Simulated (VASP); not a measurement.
# W (P4/nmm) in VASP: a series of runs

W is run at these levels: LDA; tasks: single point.

Program: VASP 6.6.1. These are calculated values, not measurements. Logs are shortened: lines on timing, memory, paths and dates and some standing lists are left out, and cuts for length are marked.

## (1) The cell of the first run

Symmetry: P4/nmm, No. 129, tetragonal system. The conventional cell has a = 2.809 Å, b = 2.809 Å, c = 3.973 Å, α = 90.00°, β = 90.00°, γ = 90.00°. W (site symmetry 4mm) has 12 W at 2.79 to 2.83 Å within 3.7 Å.

## (2) Single point, LDA (atoms displaced along a vibrational mode)

INCAR

```
ALGO = Normal
EDIFF = 1E-6
ENCUT = 500
GGA_COMPAT = F
ISIF = 2
ISMEAR = 0
LASPH = T
LCHARG = F
LREAL = F
LWAVE = F
NBANDS = 21
NELM = 120
PREC = Accurate
SIGMA = 0.15
```

KPOINTS

```
k-points
0
Gamma
  16 16 12
```

POSCAR

```
W
1.0
    0.0000000000     -1.9864787844     -1.9864787844
    0.0000000000      1.9864787844     -1.9864787844
    3.9729575688      0.0000000000      0.0000000000
W
2
Direct
    0.5000000000      0.5000000000      0.4965768575
    0.0000000000      0.0000000000      0.0034231425
```

Potentials or basis: VASP PAW LDA potentials, release 64 (W_sv).

The run is started by

```console
cat potpaw_LDA.64/W_sv/POTCAR > POTCAR
mpirun -np 1 vasp_std > vasp.out
```

OUTCAR:

```text
EDIFF = 1E-6
   ENCUT = 500
   ISIF = 2
   ISMEAR = 0
   LASPH = T
   LREAL = F
   NELM = 120
   PREC = Accurate

 ion  position               nearest neighbor table
   1  0.500  0.500  0.497-   2 2.79   2 2.79   2 2.79   2 2.79   2 2.83   2 2.83   2 2.83   2 2.83

   2  0.000  0.000  0.003-   1 2.79   1 2.79   1 2.79   1 2.79   1 2.83   1 2.83   1 2.83   1 2.83

  LATTYP: Found a simple tetragonal cell.
 ALAT       =     2.8093052383
 C/A-ratio  =     1.4142135624

  Lattice vectors:

 A1 = (   0.0000000000,  -1.9864787844,  -1.9864787844)
 A2 = (   0.0000000000,   1.9864787844,  -1.9864787844)
 A3 = (   3.9729575688,   0.0000000000,   0.0000000000)

Analysis of symmetry for initial positions (statically):
=====================================================================
 Subroutine PRICEL returns:
 Original cell was already a primitive cell.

 Routine SETGRP: Setting up the symmetry group for a
 simple tetragonal supercell.

 Subroutine GETGRP returns: Found 16 space group operations
 (whereof  8 operations were pure point group operations)
 out of a pool of 16 trial point group operations.

The static configuration has the point symmetry C_4v.
 The point group associated with its full space group is D_4h.

Analysis of symmetry for dynamics (positions and initial velocities):
=====================================================================
 Subroutine PRICEL returns:
 Original cell was already a primitive cell.

 Routine SETGRP: Setting up the symmetry group for a
 simple tetragonal supercell.

 Subroutine GETGRP returns: Found 16 space group operations
 (whereof  8 operations were pure point group operations)
 out of a pool of 16 trial point group operations.

The dynamic configuration has the point symmetry C_4v.
 The point group associated with its full space group is D_4h.

 Subroutine INISYM returns: Found 16 space group operations
 (whereof  8 operations are pure point group operations),
 and found     1 'primitive' translations

----------------------------------------------------------------------------------------

                                     Primitive cell

  volume of cell :      31.3554

  direct lattice vectors                    reciprocal lattice vectors
     0.000000000 -1.986478784 -1.986478784     0.000000000 -0.251701656 -0.251701656
     0.000000000  1.986478784 -1.986478784     0.000000000  0.251701656 -0.251701656
     3.972957569  0.000000000  0.000000000     0.251701656  0.000000000  0.000000000

  length of vectors
     2.809305238  2.809305238  3.972957569     0.355959896  0.355959896  0.251701656

  position of ions in fractional coordinates (direct lattice)
     0.500000000  0.500000000  0.496576858
     0.000000000  0.000000000  0.003423142

  ion indices of the primitive-cell ions
   primitive index   ion index
                 1           1
                 2           2

----------------------------------------------------------------------------------------

 KPOINTS: k-points

Automatic generation of k-mesh.
 Grid dimensions read from file:
 generate k-points for:   16   16   12

 Generating k-lattice:

  Cartesian coordinates                     Fractional coordinates (reciprocal lattice)
     0.000000000 -0.015731354 -0.015731354     0.062500000  0.000000000  0.000000000
     0.000000000  0.015731354 -0.015731354     0.000000000  0.062500000  0.000000000
     0.020975138  0.000000000  0.000000000     0.000000000  0.000000000  0.083333333

  Length of vectors
     0.022247493  0.022247493  0.020975138

  Shift w.r.t. Gamma in fractional coordinates (k-lattice)
     0.000000000  0.000000000  0.000000000

 Subroutine IBZKPT returns following result:
 ===========================================

 Found    315 irreducible k-points:

 Following reciprocal coordinates:
            Coordinates               Weight
  0.000000  0.000000  0.000000      1.000000
  0.062500  0.000000  0.000000      4.000000
  0.125000  0.000000  0.000000      4.000000
  0.187500  0.000000  0.000000      4.000000
  0.250000  0.000000  0.000000      4.000000
  0.312500  0.000000  0.000000      4.000000
[... 16 lines left out ...]
  0.437500  0.125000  0.000000      8.000000
  0.500000  0.125000  0.000000      4.000000
 [... further k-points ...]
   k-points           NKPTS =    315   k-points in BZ     NKDIM =    315   number of bands    NBANDS=     21
   number of dos      NEDOS =    301   number of ions     NIONS =      2
   total plane-waves  NPLWV =  12000
   dimension x,y,z NGX =    20 NGY =   20 NGZ =   30
   dimension x,y,z NGXF=    40 NGYF=   40 NGZF=   60
   ions per type =               2
   NGX,Y,Z   is equivalent  to a cutoff of  11.84, 11.84, 12.55 a.u.
   NGXF,Y,Z  is equivalent  to a cutoff of  23.67, 23.67, 25.11 a.u.
 SYSTEM =  unknown system
   PREC   = accura    normal or accurate (medium, high low for compatibility)
   ISTART =      0    job   : 0-new  1-cont  2-samecut
   ICHARG =      2    charge: 1-file 2-atom 10-const
   ISPIN  =      1    spin polarized calculation?
   LNONCOLLINEAR =      F non collinear calculations
   LSORBIT =      F    spin-orbit coupling
   LASPH  =      T    aspherical Exc in radial PAW
   ENCUT  =  500.0 eV  36.75 Ry    6.06 a.u.   5.12  5.12  7.24*2*pi/ulx,y,z
   NELM   =    120;   NELMIN=  2; NELMDL= -5     # of ELM steps
   EDIFF  = 0.1E-05   stopping-criterion for ELM
   LREAL  =      F    real-space projection
   EDIFFG = 0.1E-04   stopping-criterion for IOM
   NSW    =      0    number of steps for IOM
   IBRION =     -1    ionic relax: 0-MD 1-quasi-New 2-CG
   NFREE  =      0    steps in history (QN), initial steepest desc. (CG)
   ISIF   =      2    stress and relaxation
   ISYM   =      2    0-nonsym 1-usesym 2-fastsym
   POTIM  = 0.5000    time-step for ionic-motion
   TEBEG  =    0.0;   TEEND  =   0.0 temperature during run
   PSTRESS=    0.0 pullay stress
   NELECT =      28.0000    total number of electrons
   NUPDOWN=      -1.0000    fix difference up-down
   EMIN   =  10.00;   EMAX   =-10.00  energy-range for DOS
   EFERMI =   0.00;   METHOD = LEGACY
   ISMEAR =     0;   SIGMA  =   0.15  broadening in eV -4-tet -1-fermi 0-gaus
   EFERMI_NEDOS =   21; number of points for ismear=-14 and -15
   IALGO  =     38    algorithm
   IMIX   =      4    mixing-type and parameters
     AMIX     =   0.40;   BMIX     =  1.00
     AMIX_MAG =   1.60;   BMIX_MAG =  1.00
  volume/ion in A,a.u.               =      15.68       105.80
  Fermi-wavevector in a.u.,A,eV,Ry     =   1.576486  2.979127 33.814690  2.485310
  Thomas-Fermi vector in A             =   2.677312
   LORBIT       =      0    0 simple, 1 ext, 2 COOP (PROOUT), +10 PAW based schemes
   GGA     = CA    functional components
   LHFCALC =     F    Hartree Fock is set to
   AEXX    =    0.0000 exact exchange contribution
   IVDW    =     0    specifies the selected vdW correction
   LEPSILON=     F    determine dielectric tensor
   LRPA    =     F    only Hartree local field effects (RPA)
 non-spin polarized calculation
 Gauss-broadening in eV      SIGMA  =   0.15
  energy-cutoff  :      500.00
  volume of cell :       31.36
 maximum number of plane-waves:       830
   NGX = 11   NGY = 11   NGZ = 15

 number of electron      27.9999988 magnetization

 Free energy of the ion-electron system (eV)
  ---------------------------------------------------
  ext. energy  EPLUGINS =         0.00000000
  ---------------------------------------------------
  free energy    TOTEN  =       -27.22935048 eV

  energy without entropy =      -27.20238835  energy(sigma->0) =      -27.21586941

 E-fermi :  10.9972     XC(G=0): -13.8790

 val. band max:       10.9958252076   @ k =   0.3750   0.0625   0.3333
 cond. band min:      11.0011020085   @ k =   0.1875   0.0625   0.2500
 fundamental gap:      0.0052768008
 Fermi energy:        10.9972182020

 k-point     1 :       0.0000    0.0000    0.0000
  band No.  band energies     occupation
      1     -62.1388      2.00000
      2     -61.9589      2.00000
      3     -27.2234      2.00000
      4     -26.4428      2.00000
      5     -26.4428      2.00000
      6     -25.9507      2.00000
[... 13 lines left out ...]
     20      17.1378      0.00000
     21      23.2113      0.00000

 k-point     2 :       0.0625    0.0000    0.0000
  band No.  band energies     occupation
      1     -62.1354      2.00000
      2     -61.9589      2.00000
      3     -27.2092      2.00000
      4     -26.4673      2.00000
      5     -26.4358      2.00000
      6     -25.9856      2.00000
[... 13 lines left out ...]
     20      17.7760      0.00000
     21      22.4841      0.00000

 k-point     3 :       0.1250    0.0000    0.0000
  band No.  band energies     occupation
      1     -62.1254      2.00000
      2     -61.9591      2.00000
      3     -27.1675      2.00000
      4     -26.5357      2.00000
      5     -26.4153      2.00000
      6     -26.0847      2.00000
[... 13 lines left out ...]
     20      19.0538      0.00000
     21      21.2504      0.00000

 k-point     4 :       0.1875    0.0000    0.0000
  band No.  band energies     occupation
      1     -62.1098      2.00000
      2     -61.9601      2.00000
      3     -27.1004      2.00000
      4     -26.6350      2.00000
      5     -26.3828      2.00000
      6     -26.2324      2.00000
[... 13 lines left out ...]
     20      20.0464      0.00000
     21      20.5255      0.00000

 k-point     5 :       0.2500    0.0000    0.0000
  band No.  band energies     occupation
      1     -62.0901      2.00000
      2     -61.9626      2.00000
      3     -27.0115      2.00000
      4     -26.7463      2.00000
      5     -26.4067      2.00000
      6     -26.3404      2.00000
[... 13 lines left out ...]
     20      19.0747      0.00000
     21      22.0799      0.00000

 k-point     6 :       0.3125    0.0000    0.0000
  band No.  band energies     occupation
      1     -62.0679      2.00000
      2     -61.9676      2.00000
      3     -26.9059      2.00000
      4     -26.8492      2.00000
      5     -26.5826      2.00000
      6     -26.2912      2.00000
[... 13 lines left out ...]
     20      18.4946      0.00000
     21      23.6682      0.00000

 k-point     7 :       0.3750    0.0000    0.0000
  band No.  band energies     occupation
      1     -62.0450      2.00000
      2     -61.9759      2.00000
      3     -26.9247      2.00000
      4     -26.8026      2.00000
      5     -26.7244      2.00000
      6     -26.2896      2.00000
[... 13 lines left out ...]
     20      18.3640      0.00000
     21      24.3953      0.00000
[... 291 lines left out ...]
      1     -62.0788      2.00000
      2     -61.9608      2.00000
      3     -26.9674      2.00000
      4     -26.7542      2.00000
      5     -26.4490      2.00000
      6     -26.4037      2.00000
[... 13 lines left out ...]
     20      20.1889      0.00000
     21      22.0161      0.00000

 k-point    21 :       0.3125    0.1250    0.0000
  band No.  band energies     occupation
      1     -62.0576      2.00000
      2     -61.9648      2.00000
      3     -26.8686      2.00000
      4     -26.8574      2.00000
      5     -26.6170      2.00000
      6     -26.3581      2.00000
[... 13 lines left out ...]
     20      19.3931      0.00000
     21      23.3970      0.00000

 k-point    22 :       0.3750    0.1250    0.0000
  band No.  band energies     occupation
      1     -62.0359      2.00000
      2     -61.9719      2.00000
      3     -26.9350      2.00000
      4     -26.7959      2.00000
      5     -26.7293      2.00000
      6     -26.3146      2.00000
[... 13 lines left out ...]
     20      18.9383      0.00000
     21      23.9979      0.00000

 k-point    23 :       0.4375    0.1250    0.0000
  band No.  band energies     occupation
      1     -62.0154      2.00000
      2     -61.9827      2.00000
      3     -26.9714      2.00000
      4     -26.8922      2.00000
      5     -26.6304      2.00000
      6     -26.4011      2.00000
[... 13 lines left out ...]
     20      18.6522      0.00000
     21      23.7270      0.00000

 k-point    24 :       0.5000    0.1250    0.0000
  band No.  band energies     occupation
      1     -61.9973      2.00000
      2     -61.9973      2.00000
      3     -26.9577      2.00000
      4     -26.9577      2.00000
      5     -26.5137      2.00000
      6     -26.5137      2.00000
[... 13 lines left out ...]
     20      18.0597      0.00000
     21      24.2017      0.00000

 [... further k-points ...]

------------------------ aborting loop because EDIFF is reached ----------------------------------------

  FORCE on cell =-STRESS in cart. coord.  units (eV):
  Direction    XX          YY          ZZ          XY          YZ          ZX
  --------------------------------------------------------------------------------------
  -------------------------------------------------------------------------------------
  Total        0.3184268      0.3573289      0.3573289      0.0000000      0.0000000      0.0000000
  in kB       16.2707826     18.2585771     18.2585771      0.0000000      0.0000000      0.0000000
  external PRESSURE =      17.5959790 kB  Pullay stress =       0.0000000 kB

 VOLUME and BASIS-vectors are now :
 -----------------------------------------------------------------------------
  energy-cutoff  :      500.00
  volume of cell :       31.36
      direct lattice vectors                 reciprocal lattice vectors
     0.000000000 -1.986478784 -1.986478784     0.000000000 -0.251701656 -0.251701656
     0.000000000  1.986478784 -1.986478784     0.000000000  0.251701656 -0.251701656
     3.972957569  0.000000000  0.000000000     0.251701656  0.000000000  0.000000000

 POSITION                                       TOTAL-FORCE (eV/Angst)
 -----------------------------------------------------------------------------------
      1.97288      0.00000     -1.98648         0.449502      0.000000      0.000000
      0.01360      0.00000      0.00000        -0.449502     -0.000000     -0.000000
 -----------------------------------------------------------------------------------
    total drift:                               -0.000000      0.000000     -0.000000

  FREE ENERGIE OF THE ION-ELECTRON SYSTEM (eV)
  ---------------------------------------------------
  free  energy   TOTEN  =       -27.2293504846 eV

  energy  without entropy=      -27.2023883450  energy(sigma->0) =      -27.21586941
```

It took 2.2 min on 1 thread of Intel Xeon 8259CL, shared host; peak memory 0.25 GiB.

Results:

```
Free energy            : -27.2294 eV
Pressure               : 1.8 GPa
Largest force          : 0.450 eV/Å
Band gap on the k mesh : zero (bands 14 and 15 overlap by 3.90 eV)
```

Forces on the atoms (eV/Å):
```
W    0.450  0.000  0.000
W   -0.450  0.000  0.000
```

Stress tensor (GPa, compression positive):
```
1.63 0.00 0.00
0.00 1.83 0.00
0.00 0.00 1.83
```

Levels at points of the mesh, in eV from the Fermi level:
```csv
k point,band 10,band 11,band 12,band 13,band 14,band 15,band 16,band 17,band 18,band 19
"(0.00, 0.00, 0.00)",-5.81,-4.81,-0.64,-0.64,-0.64,2.63,2.66,3.51,5.28,6.14
"(0.50, 0.00, 0.00)",-4.05,-2.21,-2.21,-1.93,-1.93,0.83,0.83,2.36,2.36,7.05
"(0.50, 0.50, 0.00)",-5.81,-4.81,-4.81,3.47,3.47,5.28,5.28,6.14,6.14,6.14
"(0.00, 0.00, 0.50)",-6.05,-3.24,-3.02,-0.33,0.04,1.56,1.56,1.73,1.73,3.74
"(0.50, 0.00, 0.50)",-5.82,-0.90,-0.90,-0.90,-0.90,0.94,0.94,5.33,5.33,5.34
"(0.50, 0.50, 0.50)",-3.95,-2.14,-2.14,-2.00,-2.00,1.31,1.31,6.15,6.15,10.83
```

Caveat: the cell differs from its parent crystal (atoms displaced along a vibrational mode); spin-orbit coupling is left out, which moves the levels of the heavy elements.

(Continued in part 2 of 2.)
